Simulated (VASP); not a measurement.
# NaI (I4mm) in VASP: further runs, part 2 of 2

VASP 6.6.1.

**3. Single point, PBE (all I atoms moved +0.150 Å, as atom 2 along Cartesian [0 0 1])**

INCAR

```
SYSTEM = NaI
PREC     = Accurate       ! precision mode
ENCUT    = 520            ! plane-wave cutoff, eV
EDIFF    = 1E-6           ! SCF threshold, eV
ISMEAR   = 0              ! smearing method
SIGMA    = 0.05           ! smearing width, eV
LREAL    = .False.        ! projectors in reciprocal space
LASPH    = .True.         ! aspherical terms in the spheres
NELM     = 100            ! most SCF steps
ALGO     = Normal         ! electronic algorithm
ISIF     = 2              ! what is computed and relaxed
LWAVE    = .False.        ! write WAVECAR
LCHARG   = .False.        ! write CHGCAR
GGA      = PE             ! functional
NBANDS   = 14             ! bands
```

KPOINTS

```
regular mesh
0
Gamma
  6 6 6
  0 0 0
```

POSCAR

```
NaI
1.0
    0.0000000000      3.2364000000      3.2364000000
    3.2364000000      0.0000000000      3.2364000000
    3.2364000000      3.2364000000      0.0000000000
Na I
1 1
Direct
    0.0000000000      0.0000000000      0.0000000000
    0.5231738969      0.5231738969      0.4768261031
```

Potentials or basis: VASP PAW PBE potentials, release 64 (Na_pv, I).

Run with:

```console
$ cat potpaw_PBE.64/Na_pv/POTCAR potpaw_PBE.64/I/POTCAR > POTCAR
$ mpirun -np 1 vasp_std > vasp.out
```

OUTCAR:

```text
SYSTEM = NaI
   PREC = Accurate
   ENCUT = 520
   EDIFF = 1E-6
   ISMEAR = 0
   LREAL = .False.
   LASPH = .True.
   NELM = 100
   ISIF = 2
   GGA = PE

 ion  position               nearest neighbor table
   1  0.000  0.000  0.000-   2 3.09
   2  0.523  0.523  0.477-   1 3.09

  LATTYP: Found a face centered cubic cell.
 ALAT       =     6.4728000000

  Lattice vectors:

 A1 = (   0.0000000000,   3.2364000000,   3.2364000000)
 A2 = (   3.2364000000,   0.0000000000,   3.2364000000)
 A3 = (   3.2364000000,   3.2364000000,   0.0000000000)

[... 584 lines left out ...]
     10       7.8102      0.00000
     11       9.8381      0.00000
     12      10.9231      0.00000
     13      12.9650      0.00000
     14      13.7070      0.00000

 [... further k-points ...]
[... 5 lines left out ...]
  --------------------------------------------------------------------------------------
  -------------------------------------------------------------------------------------
  Total        0.1774531      0.1774531      0.3603297      0.0000000     -0.0000000      0.0000000
  in kB        4.1935095      4.1935095      8.5151853      0.0000000     -0.0000000      0.0000000
  external PRESSURE =       5.6340681 kB  Pullay stress =       0.0000000 kB

 VOLUME and BASIS-vectors are now :
 -----------------------------------------------------------------------------
  energy-cutoff  :      520.00
  volume of cell :       67.80
      direct lattice vectors                 reciprocal lattice vectors
     0.000000000  3.236400000  3.236400000    -0.154492646  0.154492646  0.154492646
     3.236400000  0.000000000  3.236400000     0.154492646 -0.154492646  0.154492646
     3.236400000  3.236400000  0.000000000     0.154492646  0.154492646 -0.154492646

 POSITION                                       TOTAL-FORCE (eV/Angst)
 -----------------------------------------------------------------------------------
      0.00000      0.00000      0.00000         0.000000      0.000000      0.146139
      3.23640      3.23640      3.38640         0.000000      0.000000     -0.146139
 -----------------------------------------------------------------------------------
    total drift:                                0.000000      0.000000     -0.000119

  FREE ENERGIE OF THE ION-ELECTRON SYSTEM (eV)
  ---------------------------------------------------
  free  energy   TOTEN  =        -5.3744121180 eV

  energy  without entropy=       -5.3744121180  energy(sigma->0) =       -5.37441212
```

OSZICAR:

```text
N       E                     dE             d eps       ncg     rms          rms(c)
DAV:   1     0.840004504243E+02    0.84000E+02   -0.66806E+03   840   0.896E+02
DAV:   2     0.102308836760E+01   -0.82977E+02   -0.78132E+02   912   0.220E+02
DAV:   3    -0.529263122310E+01   -0.63157E+01   -0.62830E+01  1038   0.592E+01
DAV:   4    -0.543994151823E+01   -0.14731E+00   -0.14728E+00  1054   0.946E+00
DAV:   5    -0.544315893040E+01   -0.32174E-02   -0.32173E-02  1120   0.134E+00    0.163E+00
DAV:   6    -0.538110883010E+01    0.62050E-01   -0.71769E-02  1032   0.155E+00    0.110E+00
DAV:   7    -0.537231484449E+01    0.87940E-02   -0.66156E-02  1074   0.132E+00    0.615E-01
DAV:   8    -0.537443408771E+01   -0.21192E-02   -0.53808E-03  1002   0.574E-01    0.178E-01
DAV:   9    -0.537439586802E+01    0.38220E-04   -0.20868E-04  1026   0.126E-01    0.397E-02
DAV:  10    -0.537441135784E+01   -0.15490E-04   -0.38364E-05  1056   0.620E-02    0.128E-02
DAV:  11    -0.537441211805E+01   -0.76021E-06   -0.48780E-06  1044   0.217E-02
   1 F= -.53744121E+01 E0= -.53744121E+01  d E =-.222353E-20
```

Wall time 29 s (1 thread of Intel Xeon 8259CL, shared host); peak memory 0.21 GiB.

What came out:

```yaml
Free_energy: -5.3744 eV
Pressure: 0.6 GPa
Largest_force: 0.146 eV/Å
Band_gap_on_the_k_mesh: 3.64 eV
```

Forces in eV/Å, atoms in the order of the input:
```
Na   0.000  0.000  0.146
I    0.000  0.000 -0.146
```

Stress tensor (GPa, compression positive):
```
0.42 0.00 0.00
0.00 0.42 0.00
0.00 0.00 0.85
```

Caveat: the cell differs from its parent crystal (all I atoms moved +0.150 Å, as atom 2 along Cartesian [0 0 1]); spin-orbit coupling is left out, which moves the levels of the heavy elements.

**4. Single point, PBE (all I atoms moved +0.175 Å, as atom 2 along Cartesian [0 0 1])**

INCAR

```
PREC = Accurate
ENCUT = 520
EDIFF = 1E-7
ISMEAR = 0
SIGMA = 0.05
LREAL = False
LASPH = True
NELM = 60
ALGO = Normal
ISIF = 2
LWAVE = False
LCHARG = False
GGA = PE
NBANDS = 14
```

KPOINTS

```
Automatic mesh
0
Gamma
  6 6 6
```

Edit POSCAR of step 3 so:

```diff
@@ -9,2 +9,2 @@
     0.0000000000      0.0000000000      0.0000000000
-    0.5231738969      0.5231738969      0.4768261031
+    0.5270362131      0.5270362131      0.4729637869
```

Run with:

```console
$ cat potpaw_PBE.64/Na_pv/POTCAR potpaw_PBE.64/I/POTCAR > POTCAR
$ mpirun -np 1 vasp_std > vasp.out
```

Wall time 37 s (1 thread of Intel Xeon 8259CL, shared host); peak memory 0.21 GiB.

It converged, with:

```yaml
Free_energy: -5.3704 eV
Pressure: 0.6 GPa
Largest_force: 0.176 eV/Å
Band_gap_on_the_k_mesh: 3.65 eV
```

Forces in eV/Å, atoms in the order of the input:
```
Na   0.000  0.000  0.176
I    0.000  0.000 -0.176
```

Stress tensor (GPa, compression positive):
```
0.40 0.00 0.00
0.00 0.40 0.00
0.00 0.00 0.99
```

Levels at points of the mesh, in eV from the valence-band top:
```tsv
k point	band 3	band 4	band 5	band 6	band 7	band 8	band 9	band 10	band 11	band 12
(0.00, 0.00, 0.00)	-22.43	-11.02	-0.01	0.00	0.00	3.65	7.93	7.93	7.94	9.75
(0.50, 0.00, 0.00)	-22.43	-10.71	-2.18	-0.29	-0.28	5.10	7.45	7.46	8.72	10.31
(0.50, 0.50, 0.00)	-22.43	-10.63	-1.90	-0.74	-0.74	4.50	5.56	9.86	11.31	11.31
(0.00, 0.50, 0.50)	-22.43	-10.63	-1.90	-0.75	-0.74	4.50	5.55	9.87	11.31	11.31
```

Caveat: the cell differs from its parent crystal (all I atoms moved +0.175 Å, as atom 2 along Cartesian [0 0 1]); spin-orbit coupling is left out, which moves the levels of the heavy elements.

**5. Single point, PBE (all I atoms moved +0.125 Å, as atom 2 along Cartesian [0 0 1])**

INCAR

```
PREC     = Accurate       # precision mode
ENCUT    = 520            # plane-wave cutoff, eV
EDIFF    = 1E-7           # SCF threshold, eV
ISMEAR   = 0              # smearing method
SIGMA    = 0.05           # smearing width, eV
LREAL    = F              # projectors in reciprocal space
LASPH    = T              # aspherical terms in the spheres
NELM     = 80             # most SCF steps
ALGO     = Normal         # electronic algorithm
ISIF     = 2              # what is computed and relaxed
LWAVE    = F              # write WAVECAR
LCHARG   = F              # write CHGCAR
GGA      = PE             # functional
NBANDS   = 14             # bands
```

KPOINTS is that of step 4.

Edit POSCAR of step 4 so:

```diff
@@ -9,2 +9,2 @@
     0.0000000000      0.0000000000      0.0000000000
-    0.5270362131      0.5270362131      0.4729637869
+    0.5193115808      0.5193115808      0.4806884192
```

Run with:

```console
$ cat potpaw_PBE.64/Na_pv/POTCAR potpaw_PBE.64/I/POTCAR > POTCAR
$ mpirun -np 1 vasp_std > vasp.out
```

It took 41 s on 1 thread of Intel Xeon 8259CL, shared host; peak memory 0.21 GiB.

It converged, with:

| Quantity | Value |
| --- | --- |
| Free energy | -5.3777 eV |
| Pressure | 0.5 GPa |
| Largest force | 0.119 eV/Å |
| Band gap on the k mesh | 3.64 eV |

Forces on the atoms (eV/Å):
```
Na   0.000  0.000  0.119
I    0.000  0.000 -0.119
```

Stress tensor (GPa, compression positive):
```
0.41 0.00 0.00
0.00 0.41 0.00
0.00 0.00 0.71
```

Levels at points of the mesh, in eV from the valence-band top:
| k point | band 3 | band 4 | band 5 | band 6 | band 7 | band 8 | band 9 | band 10 | band 11 | band 12 |
| --- | --- | --- | --- | --- | --- | --- | --- | --- | --- | --- |
| (0.00, 0.00, 0.00) | -22.43 | -11.02 | -0.01 | 0.00 | 0.00 | 3.64 | 7.93 | 7.93 | 7.94 | 9.75 |
| (0.50, 0.00, 0.00) | -22.43 | -10.70 | -2.18 | -0.28 | -0.28 | 5.10 | 7.45 | 7.45 | 8.73 | 10.31 |
| (0.50, 0.50, 0.00) | -22.44 | -10.63 | -1.90 | -0.74 | -0.74 | 4.50 | 5.56 | 9.87 | 11.31 | 11.31 |
| (0.00, 0.50, 0.50) | -22.44 | -10.63 | -1.90 | -0.75 | -0.74 | 4.50 | 5.55 | 9.87 | 11.31 | 11.31 |

Caveat: the cell differs from its parent crystal (all I atoms moved +0.125 Å, as atom 2 along Cartesian [0 0 1]); spin-orbit coupling is left out, which moves the levels of the heavy elements.

**6. The runs side by side**

| cell | gap on the mesh (eV) | pressure (GPa) | largest force (eV/Å) |
| --- | --- | --- | --- |
| as given, atomic positions A | 3.65 | 0.7 | 0.21 |
| as given, atomic positions B | 3.64 | 0.6 | 0.15 |
| as given, atomic positions C | 3.65 | 0.6 | 0.18 |
| as given, atomic positions D | 3.64 | 0.5 | 0.12 |

Alike in all rows: task single point; level PBE; potentials or basis VASP PAW PBE potentials, release 64 (Na_pv, I); no spin polarisation; k mesh 6 × 6 × 6; cutoff (eV) 520; smearing gaussian 0.05 eV.

Caveats: spin-orbit coupling is left out, which moves the levels of the heavy elements.

Absolute energies hang on the potentials; compare differences alone.
